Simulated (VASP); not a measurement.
**CdS (Greenockite): single point with PBE exchange alone**

CdS (Greenockite):

```xyz
4
Lattice="4.1500 0.0000 0.0000 -2.0750 3.5940 0.0000 0.0000 0.0000 6.7370" Properties=species:S:1:pos:R:3 pbc="T T T"
Cd    2.0750    1.1980    3.3685
Cd    0.0000    2.3960    0.0000
S     2.0750    1.1980    5.8949
S     0.0000    2.3960    2.5264
```

| Property | Result |
| --- | --- |
| Program | VASP 6.6.1 |
| Task | single point |
| Functional | PBE exchange alone |
| Potentials or basis | VASP PAW PBE potentials, release 64 (Cd, S) |
| Cutoff | 520 eV |
| k mesh | 7 × 7 × 4 |
| Occupations | fermi-dirac, width 0.05 eV |
| Spin | no spin polarisation |
| Dipole correction | no |
| Further INCAR settings | ALGO = Normal; EDIFF = 1e-06; NBANDS = 26 |

| Property | Result |
| --- | --- |
| Pressure | 11.0 GPa |
| Largest force | 0.068 eV/Å |
| Band gap on the k mesh | 1.18 eV, direct |

Forces on the atoms (eV/Å):
```
Cd   0.000  0.000 -0.068
Cd   0.000  0.000 -0.068
S    0.000  0.000  0.068
S    0.000  0.000  0.068
```

Stress tensor (GPa, compression positive):
```
10.70  0.00  0.00
 0.00 10.70  0.00
 0.00  0.00 11.68
```

Levels at points of the mesh, in eV from the valence-band top:
```
           k point  band 16  band 17  band 18  band 19  band 20  band 21
(0.00, 0.00, 0.00)    -0.04     0.00     0.00     1.18     2.78     6.46
(0.00, 0.00, 0.50)    -0.39    -0.39    -0.39     2.82     2.82     6.24
```

Run time: 23 s on 1 thread of Intel(R) Xeon(R) Platinum 8559C (Emerald Rapids), on a shared host, peak memory 0.23 GiB.
